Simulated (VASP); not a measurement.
# KCl (I4/mmm) in VASP: a series of runs

Runs on KCl. Level: PBE. Tasks: single point.

Program: VASP 6.6.1. These are calculated values, not measurements. Logs are shortened: lines on timing, memory, paths and dates and some standing lists are left out, and cuts for length are marked.

### Step 1. The cell of the first run

The structure is tetragonal, space group I4/mmm (No. 139). The conventional cell has a = 4.263 Å, b = 4.263 Å, c = 6.312 Å, α = 90.00°, β = 90.00°, γ = 90.00°. K (site symmetry 4/mmm) has 6 Cl at 3.01 to 3.16 Å within 4.0 Å. Within 4.0 Å of Cl (site symmetry 4/mmm) lie 6 K at 3.01 to 3.16 Å.

### Step 2. Single point, PBE (strain -0.0450 x Voigt [1, 1, 0, 0, 0, 0])

Contents of INCAR:

```
PREC     = Accurate       # precision mode
ENCUT    = 520            # plane-wave cutoff, eV
EDIFF    = 1E-6           # SCF threshold, eV
ISMEAR   = 0              # smearing method
SIGMA    = 0.05           # smearing width, eV
LREAL    = F              # projectors in reciprocal space
LASPH    = T              # aspherical terms in the spheres
NELM     = 100            # most SCF steps
ALGO     = Normal         # electronic algorithm
ISIF     = 2              # what is computed and relaxed
LWAVE    = F              # write WAVECAR
LCHARG   = T              # write CHGCAR
GGA      = PE             # functional
LELF     = T              # ELF
LVHAR    = T            
NBANDS   = 15             # bands
```

Contents of KPOINTS:

```
Automatic mesh
0
Gamma
  6 6 6
```

Contents of POSCAR:

```
KCl
1.0
    0.0000000000      3.0140755000      3.1561000000
    3.0140755000      0.0000000000      3.1561000000
    3.0140755000      3.0140755000      0.0000000000
K Cl
1 1
Direct
    0.0000000000      0.0000000000      0.0000000000
    0.5000000000      0.5000000000      0.5000000000
```

Potentials or basis: VASP PAW PBE potentials, release 64 (K_sv, Cl).

On the command line:

```console
$ cat potpaw_PBE.64/K_sv/POTCAR potpaw_PBE.64/Cl/POTCAR > POTCAR
$ mpirun -np 1 vasp_std > vasp.out
```

OUTCAR:

```text
PREC = Accurate
   ENCUT = 520
   EDIFF = 1E-6
   ISMEAR = 0
   LREAL = F
   LASPH = T
   NELM = 100
   ISIF = 2
   GGA = PE

 ion  position               nearest neighbor table
   1  0.000  0.000  0.000-   2 3.01   2 3.01   2 3.01   2 3.01   2 3.16   2 3.16
   2  0.500  0.500  0.500-   1 3.01   1 3.01   1 3.01   1 3.01   1 3.16   1 3.16

  LATTYP: Found a body centered tetragonal cell.
 ALAT       =     4.2625464501
 C/A-ratio  =     1.4808518978

  Lattice vectors:

 A1 = (  -3.0140755000,   0.0000000000,   3.1561000000)
 A2 = (   3.0140755000,   0.0000000000,   3.1561000000)
 A3 = (   0.0000000000,   3.0140755000,  -3.1561000000)

Analysis of symmetry for initial positions (statically):
=====================================================================
 Subroutine PRICEL returns:
 Original cell was already a primitive cell.

 Routine SETGRP: Setting up the symmetry group for a
 body centered tetragonal supercell.

 Subroutine GETGRP returns: Found 16 space group operations
 (whereof 16 operations were pure point group operations)
 out of a pool of 16 trial point group operations.

The static configuration has the point symmetry D_4h.

Analysis of symmetry for dynamics (positions and initial velocities):
=====================================================================
 Subroutine PRICEL returns:
 Original cell was already a primitive cell.

 Routine SETGRP: Setting up the symmetry group for a
 body centered tetragonal supercell.

 Subroutine GETGRP returns: Found 16 space group operations
 (whereof 16 operations were pure point group operations)
 out of a pool of 16 trial point group operations.

The dynamic configuration has the point symmetry D_4h.

 Subroutine INISYM returns: Found 16 space group operations
 (whereof 16 operations are pure point group operations),
 and found     1 'primitive' translations

----------------------------------------------------------------------------------------

                                     Primitive cell

  volume of cell :      57.3441

  direct lattice vectors                    reciprocal lattice vectors
     0.000000000  3.014075500  3.156100000    -0.165888346  0.165888346  0.158423371
     3.014075500  0.000000000  3.156100000     0.165888346 -0.165888346  0.158423371
     3.014075500  3.014075500  0.000000000     0.165888346  0.165888346 -0.158423371

  length of vectors
     4.364128588  4.364128588  4.262546450     0.283082764  0.283082764  0.283082764

  position of ions in fractional coordinates (direct lattice)
     0.000000000  0.000000000  0.000000000
     0.500000000  0.500000000  0.500000000

  ion indices of the primitive-cell ions
   primitive index   ion index
                 1           1
                 2           2

----------------------------------------------------------------------------------------

 KPOINTS: Automatic mesh

Automatic generation of k-mesh.
 Grid dimensions read from file:
 generate k-points for:    6    6    6

 Generating k-lattice:

  Cartesian coordinates                     Fractional coordinates (reciprocal lattice)
    -0.027648058  0.027648058  0.026403895     0.166666667  0.000000000  0.000000000
     0.027648058 -0.027648058  0.026403895     0.000000000  0.166666667  0.000000000
     0.027648058  0.027648058 -0.026403895     0.000000000  0.000000000  0.166666667

  Length of vectors
     0.047180461  0.047180461  0.047180461

  Shift w.r.t. Gamma in fractional coordinates (k-lattice)
     0.000000000  0.000000000  0.000000000

 Subroutine IBZKPT returns following result:
 ===========================================

 Found     30 irreducible k-points:

 Following reciprocal coordinates:
            Coordinates               Weight
  0.000000  0.000000  0.000000      1.000000
  0.166667 -0.000000  0.000000      8.000000
  0.333333 -0.000000  0.000000      8.000000
  0.500000  0.000000  0.000000      4.000000
  0.166667  0.166667  0.000000      2.000000
  0.333333  0.166667  0.000000      8.000000
[... 16 lines left out ...]
  0.333333  0.000000  0.333333      4.000000
  0.500000  0.000000  0.333333     16.000000
 [... further k-points ...]
   k-points           NKPTS =     30   k-points in BZ     NKDIM =     30   number of bands    NBANDS=     15
   number of dos      NEDOS =    301   number of ions     NIONS =      2
   total plane-waves  NPLWV =  32768
   dimension x,y,z NGX =    32 NGY =   32 NGZ =   32
   dimension x,y,z NGXF=    64 NGYF=   64 NGZF=   64
   ions per type =               1   1
   NGX,Y,Z   is equivalent  to a cutoff of  12.19, 12.19, 12.48 a.u.
   NGXF,Y,Z  is equivalent  to a cutoff of  24.38, 24.38, 24.96 a.u.
 SYSTEM =  unknown system
   PREC   = accura    normal or accurate (medium, high low for compatibility)
   ISTART =      0    job   : 0-new  1-cont  2-samecut
   ICHARG =      2    charge: 1-file 2-atom 10-const
   ISPIN  =      1    spin polarized calculation?
   LNONCOLLINEAR =      F non collinear calculations
   LSORBIT =      F    spin-orbit coupling
   LASPH  =      T    aspherical Exc in radial PAW
   ENCUT  =  520.0 eV  38.22 Ry    6.18 a.u.   8.11  8.11  7.93*2*pi/ulx,y,z
   NELM   =    100;   NELMIN=  2; NELMDL= -5     # of ELM steps
   EDIFF  = 0.1E-05   stopping-criterion for ELM
   LREAL  =      F    real-space projection
   EDIFFG = 0.1E-04   stopping-criterion for IOM
   NSW    =      0    number of steps for IOM
   IBRION =     -1    ionic relax: 0-MD 1-quasi-New 2-CG
   NFREE  =      0    steps in history (QN), initial steepest desc. (CG)
   ISIF   =      2    stress and relaxation
   ISYM   =      2    0-nonsym 1-usesym 2-fastsym
   POTIM  = 0.5000    time-step for ionic-motion
   TEBEG  =    0.0;   TEEND  =   0.0 temperature during run
   PSTRESS=    0.0 pullay stress
   NELECT =      16.0000    total number of electrons
   NUPDOWN=      -1.0000    fix difference up-down
   EMIN   =  10.00;   EMAX   =-10.00  energy-range for DOS
   EFERMI =   0.00;   METHOD = LEGACY
   ISMEAR =     0;   SIGMA  =   0.05  broadening in eV -4-tet -1-fermi 0-gaus
   EFERMI_NEDOS =   21; number of points for ismear=-14 and -15
   IALGO  =     38    algorithm
   IMIX   =      4    mixing-type and parameters
     AMIX     =   0.40;   BMIX     =  1.00
     AMIX_MAG =   1.60;   BMIX_MAG =  1.00
  volume/ion in A,a.u.               =      28.67       193.49
  Fermi-wavevector in a.u.,A,eV,Ry     =   1.069757  2.021548 15.570237  1.144380
  Thomas-Fermi vector in A             =   2.205446
   LORBIT       =      0    0 simple, 1 ext, 2 COOP (PROOUT), +10 PAW based schemes
   GGA     = PE    functional components
   LHFCALC =     F    Hartree Fock is set to
   AEXX    =    0.0000 exact exchange contribution
   IVDW    =     0    specifies the selected vdW correction
   LEPSILON=     F    determine dielectric tensor
   LRPA    =     F    only Hartree local field effects (RPA)
 non-spin polarized calculation
 Gauss-broadening in eV      SIGMA  =   0.05
  energy-cutoff  :      520.00
  volume of cell :       57.34
 maximum number of plane-waves:      1556
   NGX = 17   NGY = 17   NGZ = 15

 number of electron      16.0000000 magnetization

 Free energy of the ion-electron system (eV)
  ---------------------------------------------------
  ext. energy  EPLUGINS =         0.00000000
  ---------------------------------------------------
  free energy    TOTEN  =        -6.73541469 eV

  energy without entropy =       -6.73541469  energy(sigma->0) =       -6.73541469

 E-fermi :  -1.2195     XC(G=0):  -7.8815

 val. band max:       -1.4711716488   @ k =   0.0000   0.0000   0.0000
 cond. band min:       3.9858069526   @ k =   0.0000   0.0000   0.0000
 fundamental gap:      5.4569786015
 Fermi energy:        -1.2195348996

 k-point     1 :       0.0000    0.0000    0.0000
  band No.  band energies     occupation
      1     -28.4900      2.00000
      2     -13.7105      2.00000
      3     -11.9545      2.00000
      4     -11.9545      2.00000
      5     -11.9518      2.00000
      6      -1.5200      2.00000
      7      -1.4712      2.00000
      8      -1.4712      2.00000
      9       3.9858      0.00000
     10       6.7203      0.00000
     11       7.0340      0.00000
     12       7.0340      0.00000
     13       7.7586      0.00000
     14       7.9580      0.00000
     15      11.7972      0.00000

 k-point     2 :       0.1667   -0.0000    0.0000
  band No.  band energies     occupation
      1     -28.4858      2.00000
      2     -13.7758      2.00000
      3     -11.9580      2.00000
      4     -11.9547      2.00000
      5     -11.8703      2.00000
      6      -1.8488      2.00000
      7      -1.6076      2.00000
      8      -1.5821      2.00000
      9       4.6644      0.00000
     10       6.7577      0.00000
     11       7.2278      0.00000
     12       7.3971      0.00000
     13       8.1788      0.00000
     14       8.4010      0.00000
     15      12.7880      0.00000

 k-point     3 :       0.3333   -0.0000    0.0000
  band No.  band energies     occupation
      1     -28.4775      2.00000
      2     -13.8924      2.00000
      3     -11.9692      2.00000
      4     -11.9551      2.00000
      5     -11.7155      2.00000
      6      -2.4422      2.00000
      7      -1.8013      2.00000
      8      -1.7901      2.00000
      9       5.8817      0.00000
     10       6.9751      0.00000
     11       8.2560      0.00000
     12       8.3908      0.00000
     13       9.2302      0.00000
     14       9.5221      0.00000
     15      11.7892      0.00000
[... 343 lines left out ...]
 k-point    23 :       0.3333    0.0000    0.3333
  band No.  band energies     occupation
      1     -28.4730      2.00000
      2     -13.7332      2.00000
      3     -12.0260      2.00000
      4     -12.0034      2.00000
      5     -11.9243      2.00000
      6      -2.2903      2.00000
      7      -1.7157      2.00000
      8      -1.6925      2.00000
      9       5.3104      0.00000
     10       6.2200      0.00000
     11       8.6262      0.00000
     12       9.5564      0.00000
     13       9.6680      0.00000
     14       9.7899      0.00000
     15      10.8382      0.00000

 k-point    24 :       0.5000    0.0000    0.3333
  band No.  band energies     occupation
      1     -28.4690      2.00000
      2     -13.6926      2.00000
      3     -12.0850      2.00000
      4     -12.0167      2.00000
      5     -11.9468      2.00000
      6      -2.2107      2.00000
      7      -1.8922      2.00000
      8      -1.7838      2.00000
      9       5.4287      0.00000
     10       7.2559      0.00000
     11       8.8102      0.00000
     12       9.2124      0.00000
     13       9.5754      0.00000
     14      10.1552      0.00000
     15      10.8497      0.00000

 [... further k-points ...]
[... 5 lines left out ...]
  --------------------------------------------------------------------------------------
  -------------------------------------------------------------------------------------
  Total        1.3521400      1.3521400      0.4616146      0.0000000      0.0000000      0.0000000
  in kB       37.7783719     37.7783719     12.8973681      0.0000000      0.0000000      0.0000000
  external PRESSURE =      29.4847040 kB  Pullay stress =       0.0000000 kB

 VOLUME and BASIS-vectors are now :
 -----------------------------------------------------------------------------
  energy-cutoff  :      520.00
  volume of cell :       57.34
      direct lattice vectors                 reciprocal lattice vectors
     0.000000000  3.014075500  3.156100000    -0.165888346  0.165888346  0.158423371
     3.014075500  0.000000000  3.156100000     0.165888346 -0.165888346  0.158423371
     3.014075500  3.014075500  0.000000000     0.165888346  0.165888346 -0.158423371

 POSITION                                       TOTAL-FORCE (eV/Angst)
 -----------------------------------------------------------------------------------
      0.00000      0.00000      0.00000        -0.000000      0.000000      0.000000
      3.01408      3.01408      3.15610         0.000000     -0.000000      0.000000
 -----------------------------------------------------------------------------------
    total drift:                                0.000000     -0.000000     -0.000000

  FREE ENERGIE OF THE ION-ELECTRON SYSTEM (eV)
  ---------------------------------------------------
  free  energy   TOTEN  =        -6.7354146863 eV

  energy  without entropy=       -6.7354146863  energy(sigma->0) =       -6.73541469
```

Run time: 16 s. Hardware: 1 thread of Intel Xeon 6975P-C, shared host; peak memory 0.18 GiB.

What came out:

| Property | Result |
| --- | --- |
| Free energy | -6.7354 eV |
| Pressure | 2.9 GPa |
| Band gap on the k mesh | 5.46 eV, direct |

Stress tensor (GPa, compression positive):
```
3.78 0.00 0.00
0.00 3.78 0.00
0.00 0.00 1.29
```

Caveat: the cell differs from its parent crystal (strain -0.0450 x Voigt [1, 1, 0, 0, 0, 0]).

### Step 3. Single point, PBE (strain -0.0300 x Voigt [1, 1, 0, 0, 0, 0])

Contents of INCAR:

```
ALGO = Normal
EDIFF = 1E-6
ENCUT = 520
GGA = PE
ISIF = 2
ISMEAR = 0
LASPH = True
LCHARG = False
LREAL = False
LWAVE = False
NBANDS = 15
NELM = 60
PREC = Accurate
SIGMA = 0.05
```

Contents of KPOINTS:

```
k-points
0
Gamma
  6 6 6
```

Contents of POSCAR:

```
KCl
1.0
    0.0000000000      3.0614170000      3.1561000000
    3.0614170000      0.0000000000      3.1561000000
    3.0614170000      3.0614170000      0.0000000000
K Cl
1 1
Direct
    0.0000000000      0.0000000000      0.0000000000
    0.5000000000      0.5000000000      0.5000000000
```

Potentials or basis: VASP PAW PBE potentials, release 64 (K_sv, Cl).

On the command line:

```console
$ cat potpaw_PBE.64/K_sv/POTCAR potpaw_PBE.64/Cl/POTCAR > POTCAR
$ mpirun -np 1 vasp_std > vasp.out
```

Wall time 20 s (1 thread of Intel Xeon 6975P-C, shared host); peak memory 0.2 GiB.

It converged, with:

```yaml
Free_energy: -6.7712 eV
Pressure: 2.0 GPa
Band_gap_on_the_k_mesh: 5.36 eV, direct
```

Stress tensor (GPa, compression positive):
```
2.50 0.00 0.00
0.00 2.50 0.00
0.00 0.00 1.05
```

Levels at points of the mesh, in eV from the valence-band top:
| k point | band 5 | band 6 | band 7 | band 8 | band 9 | band 10 | band 11 | band 12 |
| --- | --- | --- | --- | --- | --- | --- | --- | --- |
| (0.00, 0.00, 0.00) | -10.55 | -0.03 | 0.00 | 0.00 | 5.36 | 8.26 | 8.46 | 8.46 |
| (0.50, 0.00, 0.00) | -10.27 | -1.16 | -0.38 | -0.38 | 7.73 | 8.79 | 10.68 | 10.71 |
| (0.50, 0.50, 0.00) | -10.61 | -0.74 | -0.21 | -0.21 | 6.51 | 8.57 | 10.25 | 10.28 |
| (0.50, 0.00, 0.50) | -10.61 | -0.68 | -0.26 | -0.25 | 6.46 | 8.59 | 10.36 | 10.44 |

Caveat: the cell differs from its parent crystal (strain -0.0300 x Voigt [1, 1, 0, 0, 0, 0]).

[end of part 1 of 2]
